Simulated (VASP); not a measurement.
Crystal: SrCaI2.

```xyz
4
Lattice="3.5990 0.0000 0.0000 0.0000 3.5990 0.0000 0.0000 0.0000 6.8610" Properties=species:S:1:pos:R:3 pbc="T T T"
Sr    0.0000    0.0000    3.4305
Ca    0.0000    0.0000    0.0000
I     1.7995    1.7995    1.7495
I     1.7995    1.7995    5.1116
```

```yaml
Program: VASP 6.6.1
Task: relaxation of cell and atoms
Functional: PBE
Potentials_or_basis: VASP PAW PBE potentials, release 64 (Sr_sv, Ca_sv, I)
Cutoff: 600 eV
k_mesh: 6 × 6 × 4
Occupations: gaussian, width 0.1 eV
Spin: no spin polarisation
```

At the start: pressure 27.7 GPa; volume 22.22 Å³/atom.

Problem. How do energy, volume and symmetry change on relaxing?

Solution. Over 9 steps the energy falls by 671.7 meV/atom and the volume is 34.07 Å³/atom (+53.4 %); space group P4/mmm (No. 123, to 0.05 Å).

The path:
```
step  energy change (eV)  largest force (eV/Å)  pressure (GPa)  volume (Å³)
   1              0.0000                1.0822           27.68        88.87
   2             -2.6309                0.1009           -1.21       147.92
   3             -2.6761                0.0248            0.41       132.88
   4             -2.6796                0.0111           -0.12       136.51
   5             -2.6798                0.0000            0.02       135.42
   6             -2.6822                0.0015            0.04       135.33
   7             -2.6858                0.0040            0.16       135.06
   8             -2.6859                0.0041            0.20       135.01
   9             -2.6869                0.0069            0.04       136.29
```

Final structure:
```
CELL_PARAMETERS angstrom
4.07208 0.00000 0.00000
0.00000 4.07208 0.00000
0.00000 0.00000 8.21951
ATOMIC_POSITIONS crystal
Sr 0.00000 0.00000 0.50000
Ca 0.00000 0.00000 0.00000
I 0.50000 0.50000 0.24856
I 0.50000 0.50000 0.75144
```

Caveat: the volume moved by over 15 % at a fixed basis, so the end points are rough.
